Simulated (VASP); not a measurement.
Wanted: the native input for a VASP 6.6.1 run.

```yaml
Task: single point
Functional: LDA
Potentials_or_basis: VASP PAW LDA potentials, release 64 (Si)
Cutoff: 500 eV
k_mesh: 7 × 7 × 4
Occupations: gaussian, width 0.15 eV
Spin: no spin polarisation
Dipole_correction: no
Further_INCAR_settings: ALGO = Normal; EDIFF = 1e-06; NBANDS = 46
```

The structure of Si lies in POSCAR:

```
Si
1.0
   -3.2836945321      3.2836945321     -3.2836945321
   -3.2836945321     -3.2836945321      3.2836945321
    0.0000000000      9.8510835963      3.2836945321
Si
16
Direct
    0.4971872302      1.2983290768      0.8011418465
    0.2471872302      0.5483290768      0.3011418465
   -0.2244500000      1.4289336931      0.9489000000
    0.5255500000      0.6789336931      0.4489000000
    0.2244290768      0.5710872302      0.8466581535
   -0.0255709233      0.8210872303      0.3466581535
    0.3550336931      0.8494500000      0.6989000000
    0.1050336931      0.0994500000      0.1989000000
    0.5539127698      0.6505709233      0.0966581535
   -0.1960872302      0.4005709232      0.5966581535
   -0.2244500000      1.0199663069      0.9489000000
    0.5255500000      0.2699663069      0.4489000000
    0.8266709233      0.3778127698      0.0511418465
    0.0766709233      1.1278127698      0.5511418465
   -0.0539336931      0.8494500000      0.6989000000
    0.6960663069      0.0994500000      0.1989000000
```

One way to write it, as run:

INCAR

```
PREC = Accurate
ENCUT = 500
EDIFF = 1E-6
ISMEAR = 0
SIGMA = 0.15
LREAL = F
LASPH = T
NELM = 120
ALGO = Normal
ISIF = 2
LWAVE = F
LCHARG = F
GGA = CA
NBANDS = 46
GGA_COMPAT = F
```

KPOINTS

```
regular mesh
0
Gamma
  7 7 4
```

Potentials or basis: VASP PAW LDA potentials, release 64 (Si).

Command:

```sh
$ cat potpaw_LDA.64/Si/POTCAR > POTCAR
$ mpirun -np 1 vasp_std > vasp.out
```

Results of the run:

| Item | Value |
| --- | --- |
| Pressure | 23.3 GPa |
| Largest force | 72.467 eV/Å |
| Band gap on the k mesh | zero (bands 32 and 33 overlap by 0.44 eV) |

Caveat: atoms lie so close that the PAW spheres overlap strongly, which falsifies energies and pressures; the cell stands under pressure; semilocal functionals underestimate gaps, so a narrow gap can read as zero; forces of over 1 eV/Å act on the atoms, so gaps and moduli don't describe the material at rest.

It took 16 min on 1 thread of Intel(R) Xeon(R) Platinum 8488C (Sapphire Rapids) (shared host), peak memory 0.81 GiB.
